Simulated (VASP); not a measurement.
A run of VASP 6.6.1 is set up as follows.

File POSCAR:

```
Li4LuBi2Cl
1.0
    3.9762210000      0.0000000000      0.0000000000
    0.0000000000      3.9762210000      0.0000000000
    0.0000000000      0.0000000000      9.2104550000
Cl Lu Li Bi
1 1 4 2
Direct
    0.0000000000      0.0000000000      0.5000000000
    0.0000000000      0.0000000000      0.0000000000
    0.5000000000      0.0000000000      0.8480000000
    0.0000000000      0.5000000000      0.8480000000
    0.5000000000      0.0000000000      0.1520000000
    0.0000000000      0.5000000000      0.1520000000
    0.5000000000      0.5000000000      0.7193000000
    0.5000000000      0.5000000000      0.2807000000
```

The input INCAR.step1:

```
SYSTEM = Li4LuBi2Cl
  PREC = Accurate
  ENCUT = 520
  ISMEAR = -1
  SIGMA = 0.1
  LREAL = .FALSE.
  LASPH = .TRUE.
  NELM = 80
  NBANDS = 47
  GGA = PE
  ALGO = Normal
  EDIFF = 1E-4
  LWAVE = .TRUE.
  LCHARG = .FALSE.
```

File INCAR.step2:

```
SYSTEM = Li4LuBi2Cl
  PREC = Accurate
  ENCUT = 520
  EDIFF = 1E-6
  ISMEAR = -1
  SIGMA = 0.1
  LREAL = .FALSE.
  LASPH = .TRUE.
  NELM = 80
  ALGO = Normal
  ISIF = 2
  LWAVE = .FALSE.
  LCHARG = .FALSE.
  METAGGA = R2SCAN
  LMIXTAU = .TRUE.
  NBANDS = 47
  ISTART = 1
```

File KPOINTS:

```
Automatic mesh
0
G
  5 5 2
  0 0 0
```

Potentials or basis: VASP PAW PBE potentials, release 64 (Cl, Lu, Li_sv, Bi_d).

Run with:

```sh
$ cat potpaw_PBE.64/Cl/POTCAR potpaw_PBE.64/Lu/POTCAR potpaw_PBE.64/Li_sv/POTCAR potpaw_PBE.64/Bi_d/POTCAR > POTCAR
$ cp INCAR.step1 INCAR
$ mpirun -np 1 vasp_std > vasp.out
$ cp INCAR.step2 INCAR
$ mpirun -np 1 vasp_std > vasp.out
```

(1) What does it give for the band gap on the k mesh?

(2) Predict the largest force.

Results:

(1) zero (band 37 reaches 4.49 eV, above the bottom of band 38 at 4.03 eV).

(2) 2.452 eV/Å.

Caveat: the PAW data sets were made with another functional, which shifts forces and pressure a little; spin-orbit coupling is left out, which moves the levels of the heavy elements.
